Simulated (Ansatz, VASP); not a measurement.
## Ta2GaN3: VASP beside Ansatz

Contents of INCAR:

```
SYSTEM = Ta2GaN3
ALGO     = Normal         ! electronic algorithm
EDIFF    = 1E-6           ! SCF threshold, eV
ENCUT    = 520            ! plane-wave cutoff, eV
GGA      = PE             ! functional
ISIF     = 2              ! what is computed and relaxed
ISMEAR   = 0              ! smearing method
ISPIN    = 2              ! spin polarisation
LASPH    = .True.         ! aspherical terms in the spheres
LCHARG   = .False.        ! write CHGCAR
LMAXMIX  = 4              ! l up to which the mixer works
LORBIT   = 11             ! projections on sites
LREAL    = .False.        ! projectors in reciprocal space
LWAVE    = .False.        ! write WAVECAR
MAGMOM   = 1 1 0 0 0 0    ! initial moments
NBANDS   = 38             ! bands
NELM     = 150            ! most SCF steps
PREC     = Accurate       ! precision mode
SIGMA    = 0.1            ! smearing width, eV
```

File KPOINTS:

```
k-points
0
Gamma
  6 6 6
  0 0 0
```

File POSCAR:

```
Ta2GaN3
1.0
    5.5141541545      0.0000000000      0.0000000000
   -2.7570770773      4.7753975782      0.0000000000
    0.0000000000      0.0000000000      2.8285195213
Ta Ga N
2 1 3
Direct
    0.3333333333      0.6666666667      0.0000000000
    0.6666666667      0.3333333333      0.0000000000
    0.0000000000      0.0000000000      0.0000000000
    0.5000000000      0.0000000000      0.5000000000
    0.5000000000      0.5000000000      0.5000000000
    0.0000000000      0.5000000000      0.5000000000
```

Input for Ansatz:

```yaml
crystal:
  lattice:
    - [5.5141541545, 0.0, 0.0]
    - [-2.7570770773, 4.7753975782, 0.0]
    - [0.0, 0.0, 2.8285195213]
  atoms:
    - { symbol: Ta, position: [0.3333333333, 0.6666666667, 0.0], spin: 1.0 }
    - { symbol: Ta, position: [0.6666666667, 0.3333333333, 0.0], spin: 1.0 }
    - { symbol: Ga, position: [0.0, 0.0, 0.0] }
    - { symbol: "N", position: [0.5, 0.0, 0.5] }
    - { symbol: "N", position: [0.5, 0.5, 0.5] }
    - { symbol: "N", position: [0.0, 0.5, 0.5] }
basis:
  ecutwfc: 420
kpoints:
  mp_grid: { grid: [6, 6, 6] }
hamiltonian:
  xc: pbe
scf:
  occupations: { method: gaussian, width: 0.1 }
  lower_state_search: "off"
output:
  forces: true
  stress: true
  eigenvalues: true
  populations: true
magnetization:
  spin_polarized: true
```

Change from the starting cell: species swapped into the YbB2Ru3 type (P6/mmm, No. 191).

Alike in both runs: task single point; functional PBE; k mesh 6 × 6 × 6; occupations gaussian, width 0.1 eV; collinear spin.

```csv
,VASP,Ansatz
version,VASP 6.6.1,Ansatz 0.2.0
potentials or method,"VASP PAW PBE potentials, release 64 (Ta_pv, Ga_d, N), cutoff 520 eV","scalar-relativistic, plane waves, PAW"
valence electrons in the cell,50,54
```

```csv
,VASP,Ansatz,Ansatz less VASP
gap on the k mesh at the Fermi level (eV),none,none,-
pressure (GPa),0.6,0.0,-0.57
"traceless stress, the component that is largest in VASP (GPa)",0.17,0.00,-0.169
net moment per atom (μB),0.00,0.00,0.000
```

A gap of «none» marks a metal or a gap that the smearing closes. VASP's potentials hold 50 valence electrons a cell and Ansatz's 54, so a difference there can come from the potentials and not from the codes. Ansatz's warnings: seeded moment not kept.

The k mesh is coarse, so the values compare programs but aren't converged. Neither program's run includes spin-orbit coupling.
